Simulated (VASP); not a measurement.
# Ti3Al (P-6m2) in VASP: notebook

Runs on Ti3Al. Level: PBEsol. Tasks: single point.

Everything below comes from runs of VASP 6.6.1. Logs are shortened: lines on timing, memory, paths and dates and some standing lists are left out, and cuts for length are marked.

## 1. The cell of the first run

Symmetry: P-6m2, No. 187, hexagonal system. The conventional cell has a = 2.895 Å, b = 2.895 Å, c = 9.138 Å, α = 90.00°, β = 90.00°, γ = 120.00°. Within 3.7 Å of Ti (site symmetry -6m2) lie 12 Ti at 2.82 to 2.90 Å. Within 3.7 Å of Ti (site symmetry 3m) lie 9 Ti at 2.82 to 2.90 Å and 3 Al at 2.84 Å. Within 3.7 Å of Al (site symmetry -6m2) lie 6 Ti at 2.84 Å and 6 Al at 2.90 Å.

## 2. Single point, PBEsol

INCAR

```
ALGO = Fast
EDIFF = 1E-6
ENCUT = 520
GGA = PS
ISIF = 2
ISMEAR = 0
LASPH = True
LCHARG = False
LREAL = False
LWAVE = False
NBANDS = 28
NELM = 60
PREC = Accurate
SIGMA = 0.15
```

KPOINTS

```
k-points
0
Gamma
  15 15 6
```

POSCAR

```
Ti3Al
1.0
    2.8954756449      0.0000000000      0.0000000000
   -1.4477378224      2.5075554645      0.0000000000
    0.0000000000      0.0000000000      9.1383350122
Ti Al
3 1
Direct
    0.6666666667      0.3333333333      0.0000000000
    0.3333333333      0.6666666667      0.7511732072
    0.3333333333      0.6666666667      0.2488267928
    0.6666666667      0.3333333333      0.5000000000
```

Potentials or basis: VASP PAW PBE potentials, release 64 (Ti_sv, Al).

Command:

```
$ cat potpaw_PBE.64/Ti_sv/POTCAR potpaw_PBE.64/Al/POTCAR > POTCAR
$ mpirun -np 1 vasp_std > vasp.out
```

OUTCAR:

```text
EDIFF = 1E-6
   ENCUT = 520
   GGA = PS
   ISIF = 2
   ISMEAR = 0
   LASPH = True
   LREAL = False
   NELM = 60
   PREC = Accurate

 ion  position               nearest neighbor table
   1  0.667  0.333  0.000-   2 2.82   3 2.82   2 2.82   3 2.82   2 2.82   3 2.82
   2  0.333  0.667  0.751-   1 2.82   1 2.82   1 2.82   4 2.84   4 2.84   4 2.84
   3  0.333  0.667  0.249-   1 2.82   1 2.82   1 2.82   4 2.84   4 2.84   4 2.84
   4  0.667  0.333  0.500-   2 2.84   3 2.84   2 2.84   3 2.84   2 2.84   3 2.84

  LATTYP: Found a hexagonal cell.
 ALAT       =     2.8954756449
 C/A-ratio  =     3.1560738659

  Lattice vectors:

 A1 = (   2.8954756449,   0.0000000000,   0.0000000000)
 A2 = (  -1.4477378224,   2.5075554645,   0.0000000000)
 A3 = (   0.0000000000,   0.0000000000,   9.1383350122)

Analysis of symmetry for initial positions (statically):
=====================================================================
 Subroutine PRICEL returns:
 Original cell was already a primitive cell.

 Routine SETGRP: Setting up the symmetry group for a
 hexagonal supercell.

 Subroutine GETGRP returns: Found 12 space group operations
 (whereof 12 operations were pure point group operations)
 out of a pool of 24 trial point group operations.

The static configuration has the point symmetry D_3h.

Analysis of symmetry for dynamics (positions and initial velocities):
=====================================================================
 Subroutine PRICEL returns:
 Original cell was already a primitive cell.

 Routine SETGRP: Setting up the symmetry group for a
 hexagonal supercell.

 Subroutine GETGRP returns: Found 12 space group operations
 (whereof 12 operations were pure point group operations)
 out of a pool of 24 trial point group operations.

The dynamic configuration has the point symmetry D_3h.

 Subroutine INISYM returns: Found 12 space group operations
 (whereof 12 operations are pure point group operations),
 and found     1 'primitive' translations

----------------------------------------------------------------------------------------

                                     Primitive cell

  volume of cell :      66.3495

[... 82 lines left out ...]
 SYSTEM =  unknown system
   PREC   = accura    normal or accurate (medium, high low for compatibility)
   ISTART =      0    job   : 0-new  1-cont  2-samecut
   ICHARG =      2    charge: 1-file 2-atom 10-const
   ISPIN  =      1    spin polarized calculation?
   LNONCOLLINEAR =      F non collinear calculations
   LSORBIT =      F    spin-orbit coupling
   LASPH  =      T    aspherical Exc in radial PAW
   ENCUT  =  520.0 eV  38.22 Ry    6.18 a.u.   5.38  5.38 16.99*2*pi/ulx,y,z
   NELM   =     60;   NELMIN=  2; NELMDL= -5     # of ELM steps
   EDIFF  = 0.1E-05   stopping-criterion for ELM
   LREAL  =      F    real-space projection
   EDIFFG = 0.1E-04   stopping-criterion for IOM
   NSW    =      0    number of steps for IOM
   IBRION =     -1    ionic relax: 0-MD 1-quasi-New 2-CG
   NFREE  =      0    steps in history (QN), initial steepest desc. (CG)
   ISIF   =      2    stress and relaxation
   ISYM   =      2    0-nonsym 1-usesym 2-fastsym
   POTIM  = 0.5000    time-step for ionic-motion
   TEBEG  =    0.0;   TEEND  =   0.0 temperature during run
   PSTRESS=    0.0 pullay stress
   NELECT =      39.0000    total number of electrons
   NUPDOWN=      -1.0000    fix difference up-down
   EMIN   =  10.00;   EMAX   =-10.00  energy-range for DOS
   EFERMI =   0.00;   METHOD = LEGACY
   ISMEAR =     0;   SIGMA  =   0.15  broadening in eV -4-tet -1-fermi 0-gaus
   EFERMI_NEDOS =   21; number of points for ismear=-14 and -15
   IALGO  =     68    algorithm
   IMIX   =      4    mixing-type and parameters
     AMIX     =   0.40;   BMIX     =  1.00
     AMIX_MAG =   1.60;   BMIX_MAG =  1.00
  volume/ion in A,a.u.               =      16.59       111.94
  Fermi-wavevector in a.u.,A,eV,Ry     =   1.371357  2.591489 25.587388  1.880620
  Thomas-Fermi vector in A             =   2.497061
   LORBIT       =      0    0 simple, 1 ext, 2 COOP (PROOUT), +10 PAW based schemes
   GGA     = PS    functional components
   LHFCALC =     F    Hartree Fock is set to
   AEXX    =    0.0000 exact exchange contribution
   IVDW    =     0    specifies the selected vdW correction
   LEPSILON=     F    determine dielectric tensor
   LRPA    =     F    only Hartree local field effects (RPA)
 non-spin polarized calculation
 RMM-DIIS sequential band-by-band and
 Gauss-broadening in eV      SIGMA  =   0.15
  energy-cutoff  :      520.00
  volume of cell :       66.35
 maximum number of plane-waves:      1828
 NGX is ok and might be reduce to    24
   NGX = 11   NGY = 11   NGZ = 33

 number of electron      38.9999993 magnetization

 Free energy of the ion-electron system (eV)
  ---------------------------------------------------
  ext. energy  EPLUGINS =         0.00000000
  ---------------------------------------------------
  free energy    TOTEN  =       -29.64168161 eV

  energy without entropy =      -29.59997620  energy(sigma->0) =      -29.62082890

 E-fermi :   8.2009     XC(G=0): -11.4564

 val. band max:        8.1912046316   @ k =   0.2667   0.1333   0.0000
 cond. band min:       8.2022238811   @ k =   0.2667   0.2667   0.0000
 fundamental gap:      0.0110192495
 Fermi energy:         8.2009159296

 k-point     1 :       0.0000    0.0000    0.0000
  band No.  band energies     occupation
      1     -48.2310      2.00000
      2     -48.1741      2.00000
      3     -48.1064      2.00000
      4     -24.8837      2.00000
      5     -24.6027      2.00000
      6     -24.2775      2.00000
[... 733 lines left out ...]
     27      11.0797      0.00000
     28      11.7402      0.00000

 [... further k-points ...]
[... 5 lines left out ...]
  --------------------------------------------------------------------------------------
  -------------------------------------------------------------------------------------
  Total       -0.0703125     -0.0703125     -0.0265953     -0.0000000      0.0000000     -0.0000000
  in kB       -1.6978752     -1.6978752     -0.6422109     -0.0000000      0.0000000     -0.0000000
  external PRESSURE =      -1.3459871 kB  Pullay stress =       0.0000000 kB

 VOLUME and BASIS-vectors are now :
 -----------------------------------------------------------------------------
  energy-cutoff  :      520.00
  volume of cell :       66.35
      direct lattice vectors                 reciprocal lattice vectors
     2.895475645  0.000000000  0.000000000     0.345366400  0.199397384  0.000000000
    -1.447737822  2.507555465  0.000000000     0.000000000  0.398794768  0.000000000
     0.000000000  0.000000000  9.138335012     0.000000000  0.000000000  0.109429125

 POSITION                                       TOTAL-FORCE (eV/Angst)
 -----------------------------------------------------------------------------------
      1.44774      0.83585      0.00000        -0.000000      0.000000      0.000000
     -0.00000      1.67170      6.86447         0.000000      0.000000      0.015244
     -0.00000      1.67170      2.27386         0.000000      0.000000     -0.015244
      1.44774      0.83585      4.56917         0.000000     -0.000000      0.000000
 -----------------------------------------------------------------------------------
    total drift:                                0.000000     -0.000000      0.000000

  FREE ENERGIE OF THE ION-ELECTRON SYSTEM (eV)
  ---------------------------------------------------
  free  energy   TOTEN  =       -29.6416816053 eV

  energy  without entropy=      -29.5999761950  energy(sigma->0) =      -29.62082890
```

OSZICAR:

```text
N       E                     dE             d eps       ncg     rms          rms(c)
DAV:   1     0.468512367788E+03    0.46851E+03   -0.19442E+04  6056   0.162E+03
DAV:   2     0.244593259478E+02   -0.44405E+03   -0.43571E+03  6140   0.498E+02
DAV:   3    -0.278890848563E+02   -0.52348E+02   -0.51057E+02 10508   0.143E+02
[... 34 lines left out ...]
RMM:  38    -0.296416770280E+02   -0.15906E-05   -0.19160E-05  6271   0.153E-02    0.223E-02
RMM:  39    -0.296416781626E+02   -0.11346E-05   -0.14856E-05  6078   0.142E-02    0.224E-02
RMM:  40    -0.296416794185E+02   -0.12558E-05   -0.13595E-05  6155   0.132E-02    0.228E-02
RMM:  41    -0.296416806619E+02   -0.12434E-05   -0.10799E-05  7288   0.136E-02    0.234E-02
RMM:  42    -0.296416816053E+02   -0.94343E-06   -0.98964E-06  6688   0.121E-02
   1 F= -.29641682E+02 E0= -.29620829E+02  d E =-.417054E-01
```

It took 8 min on 1 thread of Intel Xeon 6975P-C (Granite Rapids), shared host; peak memory 0.3 GiB.

Results:

```yaml
Free_energy: -29.6417 eV
Pressure: -0.1 GPa
Largest_force: 0.015 eV/Å
```

Forces in eV/Å, atoms in the order of the input:
```
Ti   0.000  0.000  0.000
Ti   0.000  0.000  0.015
Ti   0.000  0.000 -0.015
Al   0.000  0.000  0.000
```

Caveat: the PAW data sets were made with another functional, which shifts forces and pressure a little.

## 3. Single point, PBEsol

INCAR

```
PREC = Accurate
ENCUT = 520
EDIFF = 1E-6
ISMEAR = 0
SIGMA = 0.1
LREAL = F
LASPH = T
NELM = 100
ALGO = Fast
ISIF = 2
LWAVE = F
LCHARG = F
GGA = PS
NBANDS = 28
```

KPOINTS

```
Automatic mesh
0
Gamma
  18 18 6
```

POSCAR is that of step 2.

Potentials or basis: VASP PAW PBE potentials, release 64 (Ti_sv, Al).

Command:

```
$ cat potpaw_PBE.64/Ti_sv/POTCAR potpaw_PBE.64/Al/POTCAR > POTCAR
$ mpirun -np 1 vasp_std > vasp.out
```

OUTCAR:

```text
PREC = Accurate
   ENCUT = 520
   EDIFF = 1E-6
   ISMEAR = 0
   LREAL = F
   LASPH = T
   NELM = 100
   ISIF = 2
   GGA = PS

 ion  position               nearest neighbor table
   1  0.667  0.333  0.000-   2 2.82   3 2.82   2 2.82   3 2.82   2 2.82   3 2.82
   2  0.333  0.667  0.751-   1 2.82   1 2.82   1 2.82   4 2.84   4 2.84   4 2.84
   3  0.333  0.667  0.249-   1 2.82   1 2.82   1 2.82   4 2.84   4 2.84   4 2.84
   4  0.667  0.333  0.500-   2 2.84   3 2.84   2 2.84   3 2.84   2 2.84   3 2.84

  LATTYP: Found a hexagonal cell.
 ALAT       =     2.8954756449
 C/A-ratio  =     3.1560738659

  Lattice vectors:

 A1 = (   2.8954756449,   0.0000000000,   0.0000000000)
 A2 = (  -1.4477378224,   2.5075554645,   0.0000000000)
 A3 = (   0.0000000000,   0.0000000000,   9.1383350122)

Analysis of symmetry for initial positions (statically):
=====================================================================
 Subroutine PRICEL returns:
 Original cell was already a primitive cell.

[... 168 lines left out ...]
  ---------------------------------------------------
  ext. energy  EPLUGINS =         0.00000000
  ---------------------------------------------------
  free energy    TOTEN  =       -29.63016252 eV

  energy without entropy =      -29.61188555  energy(sigma->0) =      -29.62102404

 E-fermi :   8.2017     XC(G=0): -11.4564

 val. band max:        8.2005062029   @ k =   0.1111   0.0556   0.0000
 cond. band min:       8.2080268374   @ k =   0.5000   0.0000   0.5000
 fundamental gap:      0.0075206345
 Fermi energy:         8.2017253282

 k-point     1 :       0.0000    0.0000    0.0000
  band No.  band energies     occupation
      1     -48.2318      2.00000
      2     -48.1738      2.00000
      3     -48.1074      2.00000
      4     -24.8845      2.00000
      5     -24.6018      2.00000
      6     -24.2783      2.00000
[... 733 lines left out ...]
     27      11.2797      0.00000
     28      11.6889      0.00000

 [... further k-points ...]
[... 5 lines left out ...]
  --------------------------------------------------------------------------------------
  -------------------------------------------------------------------------------------
  Total       -0.0601387     -0.0601387     -0.0331521     -0.0000000      0.0000000     -0.0000000
  in kB       -1.4522027     -1.4522027     -0.8005415     -0.0000000      0.0000000     -0.0000000
  external PRESSURE =      -1.2349823 kB  Pullay stress =       0.0000000 kB

 VOLUME and BASIS-vectors are now :
 -----------------------------------------------------------------------------
  energy-cutoff  :      520.00
  volume of cell :       66.35
      direct lattice vectors                 reciprocal lattice vectors
     2.895475645  0.000000000  0.000000000     0.345366400  0.199397384  0.000000000
    -1.447737822  2.507555465  0.000000000     0.000000000  0.398794768  0.000000000
     0.000000000  0.000000000  9.138335012     0.000000000  0.000000000  0.109429125

 POSITION                                       TOTAL-FORCE (eV/Angst)
 -----------------------------------------------------------------------------------
      1.44774      0.83585      0.00000         0.000000      0.000000      0.000000
     -0.00000      1.67170      6.86447        -0.000000      0.000000      0.012196
     -0.00000      1.67170      2.27386        -0.000000     -0.000000     -0.012196
      1.44774      0.83585      4.56917         0.000000      0.000000      0.000000
 -----------------------------------------------------------------------------------
    total drift:                                0.000000     -0.000000      0.000000

  FREE ENERGIE OF THE ION-ELECTRON SYSTEM (eV)
  ---------------------------------------------------
  free  energy   TOTEN  =       -29.6301625215 eV

  energy  without entropy=      -29.6118855495  energy(sigma->0) =      -29.62102404
```

OSZICAR:

```text
N       E                     dE             d eps       ncg     rms          rms(c)
DAV:   1     0.468999200029E+03    0.46900E+03   -0.19456E+04  8288   0.163E+03
DAV:   2     0.245410431648E+02   -0.44446E+03   -0.43612E+03  8392   0.498E+02
DAV:   3    -0.279180914255E+02   -0.52459E+02   -0.51249E+02 14404   0.143E+02
[... 34 lines left out ...]
RMM:  38    -0.296301588276E+02   -0.14723E-05   -0.18727E-05  9226   0.156E-02    0.376E-03
RMM:  39    -0.296301599679E+02   -0.11403E-05   -0.14872E-05  9840   0.156E-02    0.195E-03
RMM:  40    -0.296301610122E+02   -0.10442E-05   -0.13052E-05  9102   0.129E-02    0.924E-04
RMM:  41    -0.296301618252E+02   -0.81299E-06   -0.10006E-05  8848   0.120E-02    0.123E-03
RMM:  42    -0.296301625215E+02   -0.69633E-06   -0.88592E-06  7987   0.110E-02
   1 F= -.29630163E+02 E0= -.29621024E+02  d E =-.182770E-01
```

stdout:

```text
POSCAR found type information on POSCAR TiAl
 POSCAR found :  2 types and       4 ions
 scaLAPACK will be used
 -----------------------------------------------------------------------------
|                                                                             |
|                                                                             |
[... 27 lines left out ...]
WARNING in EDDRMM: call to ZHEGV failed, returncode =   6  3     26
WARNING in EDDRMM: call to ZHEGV failed, returncode =   6  3     15
WARNING in EDDRMM: call to ZHEGV failed, returncode =   6  3     16
WARNING in EDDRMM: call to ZHEGV failed, returncode =   6  3     15
WARNING in EDDRMM: call to ZHEGV failed, returncode =   8  4      8
WARNING in EDDRMM: call to ZHEGV failed, returncode =   8  4     26
WARNING in EDDRMM: call to ZHEGV failed, returncode =   6  3     16
WARNING in EDDRMM: call to ZHEGV failed, returncode =   6  3     20
```

Wall time 7.1 min (1 thread of Intel Xeon 6975P-C (Granite Rapids), shared host); peak memory 0.35 GiB.

Results:

| Property | Result |
| --- | --- |
| Free energy | -29.6302 eV |
| Pressure | -0.1 GPa |
| Largest force | 0.012 eV/Å |

Forces on the atoms (eV/Å):
```
Ti   0.000  0.000  0.000
Ti   0.000  0.000  0.012
Ti   0.000  0.000 -0.012
Al   0.000  0.000  0.000
```

Levels at points of the mesh, in eV from the Fermi level:
```
           k point  band 16  band 17  band 18  band 19  band 20  band 21  band 22  band 23  band 24  band 25
(0.00, 0.00, 0.00)    -2.53    -0.77     0.55     0.77     0.85     0.85     0.94     0.94     1.27     1.27
(0.50, 0.00, 0.00)    -2.15    -1.50    -1.26    -0.65    -0.36     0.92     1.06     1.19     1.80     2.54
(0.00, 0.00, 0.50)    -3.16    -1.05     0.49     0.81     0.85     0.85     0.94     0.94     1.28     1.28
(0.50, 0.00, 0.50)    -2.07    -1.58    -1.24    -0.96     0.01     0.88     0.93     1.11     1.93     2.73
```

Caveat: the PAW data sets were made with another functional, which shifts forces and pressure a little.

## 4. Single point, PBEsol

INCAR

```
  ALGO = Fast
  EDIFF = 1E-6
  ENCUT = 520
  GGA = PS
  ISIF = 2
  ISMEAR = 0
  LASPH = True
  LCHARG = True
  LELF = True
  LREAL = False
  LVHAR = True
  LWAVE = False
  NBANDS = 28
  NELM = 60
  PREC = Accurate
  SIGMA = 0.15
```

KPOINTS

```
k-points
0
Gamma
  18 18 6
```

POSCAR is that of step 3.

Command:

```
$ cat potpaw_PBE.64/Ti_sv/POTCAR potpaw_PBE.64/Al/POTCAR > POTCAR
$ mpirun -np 1 vasp_std > vasp.out
```

Run time: 7.4 min. Hardware: 1 thread of Intel Xeon 6975P-C (Granite Rapids), shared host; peak memory 0.35 GiB.

It converged, with:

```yaml
Free_energy: -29.6418 eV
Pressure: -0.1 GPa
Largest_force: 0.009 eV/Å
```

Forces on the atoms (eV/Å):
```
Ti   0.000  0.000  0.000
Ti   0.000  0.000  0.009
Ti   0.000  0.000 -0.009
Al   0.000  0.000  0.000
```

Stress tensor (GPa, compression positive):
```
-0.15  0.00  0.00
 0.00 -0.15  0.00
 0.00  0.00 -0.03
```

Levels at points of the mesh, in eV from the Fermi level:
| k point | band 17 | band 18 | band 19 | band 20 | band 21 | band 22 | band 23 | band 24 |
| --- | --- | --- | --- | --- | --- | --- | --- | --- |
| (0.00, 0.00, 0.00) | -0.77 | 0.55 | 0.77 | 0.85 | 0.85 | 0.95 | 0.95 | 1.27 |
| (0.50, 0.00, 0.00) | -1.50 | -1.26 | -0.65 | -0.36 | 0.92 | 1.06 | 1.19 | 1.81 |
| (0.00, 0.00, 0.50) | -1.05 | 0.49 | 0.81 | 0.86 | 0.86 | 0.94 | 0.94 | 1.28 |
| (0.50, 0.00, 0.50) | -1.58 | -1.24 | -0.96 | 0.01 | 0.88 | 0.94 | 1.12 | 1.93 |

Caveat: the PAW data sets were made with another functional, which shifts forces and pressure a little.

## 5. The runs side by side

```csv
k mesh,smearing,gap on the mesh (eV),pressure (GPa),largest force (eV/Å)
15 × 15 × 6,gaussian 0.15 eV,none,-0.1,0.02
18 × 18 × 6,gaussian 0.1 eV,none,-0.1,0.01
18 × 18 × 6,gaussian 0.15 eV,none,-0.1,0.01
```

Alike in all rows: task single point; level PBEsol; potentials or basis VASP PAW PBE potentials, release 64 (Ti_sv, Al); no spin polarisation; cell a = 2.895, b = 2.895, c = 9.138 Å, angles 90.0, 90.0, 120.0°, 4 atoms; cutoff (eV) 520.

Every run on the cell as given and a fine mesh finds a metal.

Caveats: the PAW data sets were made with another functional, which shifts forces and pressure a little.

Absolute energies hang on the potentials; compare differences alone.
